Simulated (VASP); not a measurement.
HfO2: single point with PBE

Crystal: HfO2.

```
Hf O
1.0
     5.01352    0.00000    0.00000
     0.00000    5.07984    0.00000
    -0.84113    0.00000    5.10743
Hf O
4 8
Cartesian
  1.2179 0.2065 1.0629
  3.3751 2.7465 1.4908
  2.9545 4.8733 4.0445
  0.7973 2.3334 3.6167
  1.8041 3.8646 2.4849
  2.7889 1.3246 0.0689
  2.3683 1.2153 2.6226
  1.3835 3.7552 5.0386
  0.1620 1.8531 1.6219
  4.4309 4.3930 0.9318
  4.0103 3.2267 3.4855
  -0.2585 0.6868 4.1756
```

```
Program                : VASP 6.6.1
Task                   : single point
Functional             : PBE
Potentials or basis    : VASP PAW PBE potentials, release 64 (Hf_pv, O)
Cutoff                 : 520 eV
k mesh                 : 6 × 6 × 6
Occupations            : fermi-dirac, width 0.02 eV
Spin                   : no spin polarisation
Dipole correction      : no
Further INCAR settings : ALGO = Normal; EDIFF = 1e-06; NBANDS = 56
```

* Pressure: 14.8 GPa
* Largest force: 0.071 eV/Å
* Band gap on the k mesh: 4.31 eV (least direct gap 4.40 eV)

Forces in eV/Å, atoms in the order of the input:
```
Hf  -0.007  0.027 -0.056
Hf   0.007  0.027  0.056
Hf   0.007 -0.027  0.056
Hf  -0.007 -0.027 -0.056
O    0.056 -0.009 -0.001
O   -0.056 -0.009  0.001
O   -0.056  0.009  0.001
O    0.056  0.009 -0.001
O   -0.018 -0.044  0.052
O    0.018 -0.044 -0.052
O    0.018  0.044 -0.052
O   -0.018  0.044  0.052
```

Stress tensor (GPa, compression positive):
```
13.80  0.00  1.67
 0.00 19.06  0.00
 1.67  0.00 11.44
```

Levels at points of the mesh, in eV from the valence-band top:
```
           k point  band 42  band 43  band 44  band 45  band 46  band 47
(0.00, 0.00, 0.00)    -0.18    -0.12    -0.01     4.61     5.60     5.61
(0.50, 0.00, 0.00)    -0.59    -0.19    -0.11     4.31     5.51     5.72
(0.00, 0.50, 0.00)    -0.82    -0.44    -0.44     5.22     5.22     5.81
(0.50, 0.50, 0.00)    -0.94    -0.63    -0.63     5.08     5.08     5.53
(0.00, 0.00, 0.50)    -0.75    -0.24    -0.24     4.91     4.91     5.62
(0.50, 0.00, 0.50)    -0.83    -0.23    -0.23     4.64     4.64     5.58
(0.00, 0.50, 0.50)    -0.79    -0.53    -0.53     5.07     5.07     5.60
(0.50, 0.50, 0.50)    -1.02    -0.62    -0.62     5.15     5.15     5.51
```

Wall time 5.4 min on 1 thread of AMD EPYC 9R45 96-Core Processor (Zen 5), on a shared host, peak memory 0.49 GiB.

Caveat: the stress differs along the axes, from 11 to 19 GPa; spin-orbit coupling is left out, which moves the levels of the heavy elements. A k mesh can miss the band edges.
